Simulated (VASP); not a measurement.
Write the native input for VASP 6.6.1 that does the following.

| Property | Result |
| --- | --- |
| Task | relaxation of cell and atoms |
| Functional | LDA |
| Potentials or basis | VASP PAW LDA potentials, release 64 (Cd) |
| Cutoff | 500 eV |
| k mesh | 8 × 8 × 8 |
| Occupations | gaussian, width 0.1 eV |
| Spin | no spin polarisation |
| Dipole correction | no |
| Further INCAR settings | ALGO = Normal; EDIFF = 1e-07; IBRION = 2; EDIFFG = -0.03; NSW = 60; ISIF = 3 |

The structure of Cd lies in POSCAR:

```
Cd
1.0
    0.0000000000      2.2100000000      2.2100000000
    2.2100000000      0.0000000000      2.2100000000
    2.2100000000      2.2100000000      0.0000000000
Cd
1
Direct
    0.0000000000      0.0000000000      0.0000000000
```

This isn't the form of Cd at room conditions, which is hcp.

These files were run (other wordings do the same):

INCAR

```
SYSTEM = Cd
ALGO = Normal
EDIFF = 1E-7
EDIFFG = -0.03
ENCUT = 500
GGA_COMPAT = .False.
IBRION = 2
ISIF = 3
ISMEAR = 0
LASPH = .True.
LCHARG = .False.
LREAL = .False.
LWAVE = .False.
NELM = 120
NELMIN = 4
NSW = 60
PREC = Accurate
SIGMA = 0.1
```

KPOINTS

```
k-points
0
Gamma
  8 8 8
  0 0 0
```

Potentials or basis: VASP PAW LDA potentials, release 64 (Cd).

Run with:

```sh
$ cat potpaw_LDA.64/Cd/POTCAR > POTCAR
$ mpirun -np 1 vasp_std > vasp.out
```

It gave:

The relaxed volume is 20.18 Å³/atom. The relaxed cell is a = 3.056 Å, b = 3.056 Å, c = 3.056 Å, α = 60.00°, β = 60.00°, γ = 60.00°, the space group after relaxing (to 0.1 Å) is Fm-3m (No. 225) and the energy gained by relaxing is 18.0 meV/atom. The ionic steps are 3, the pressure after relaxing is 0.0 GPa and the band gap on the k mesh is zero (bands 6 and 7 overlap by 3.35 eV).

Wall time 3.8 s on 1 thread of Intel(R) Xeon(R) 6975P-C (Granite Rapids), with other jobs on the host, peak memory 0.13 GiB.
